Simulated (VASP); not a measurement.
Input of a VASP 6.6.1 run:

Contents of INCAR:

```
ALGO = Normal
EDIFF = 1E-7
EDIFFG = -0.01
ENCUT = 600
GGA = PE
IBRION = 2
ISIF = 3
ISMEAR = 0
LASPH = T
LCHARG = F
LREAL = F
LWAVE = F
NELM = 80
NSW = 100
PREC = Accurate
SIGMA = 0.1
```

KPOINTS

```
k-points
0
Gamma
  8 8 8
```

File POSCAR:

```
SrAl5
1.0
    0.0000000000      3.9873454177      3.9873454177
    3.9873454177      0.0000000000      3.9873454177
    3.9873454177      3.9873454177      0.0000000000
Sr Al
1 5
Direct
    0.5000000000      0.5000000000      0.5000000000
    0.8763357322      0.3709928034      0.8763357322
    0.8763357322      0.8763357322      0.8763357322
    0.3709928034      0.8763357322      0.8763357322
    0.8763357322      0.8763357322      0.3709928034
    0.2500000000      0.2500000000      0.2500000000
```

Potentials or basis: VASP PAW PBE potentials, release 64 (Sr_sv, Al).

Launch:

```console
$ cat potpaw_PBE.64/Sr_sv/POTCAR potpaw_PBE.64/Al/POTCAR > POTCAR
$ mpirun -np 1 vasp_std > vasp.out
```

Q: Estimate the relaxed volume.

A: 21.18 Å³/atom.

Q: Estimate the space group after relaxing (to 0.05 Å).

A: F-43m (No. 216).

Q: What does it give for the relaxed cell?

A: a = 5.643 Å, b = 5.643 Å, c = 5.643 Å, α = 60.00°, β = 60.00°, γ = 60.00°.

Final structure:
```cif
data_structure
_symmetry_space_group_name_H-M 'P 1'
_symmetry_Int_Tables_number 1
_cell_length_a 5.6429
_cell_length_b 5.6429
_cell_length_c 5.6429
_cell_angle_alpha 60.000
_cell_angle_beta 60.000
_cell_angle_gamma 60.000
_cell_volume 127.06
loop_
_atom_site_label
_atom_site_type_symbol
_atom_site_fract_x
_atom_site_fract_y
_atom_site_fract_z
_atom_site_occupancy
Sr1 Sr 0.50000 0.50000 0.50000 1
Al1 Al 0.87568 0.37295 0.87568 1
Al2 Al 0.87568 0.87568 0.87568 1
Al3 Al 0.37295 0.87568 0.87568 1
Al4 Al 0.87568 0.87568 0.37295 1
Al5 Al 0.25000 0.25000 0.25000 1
```
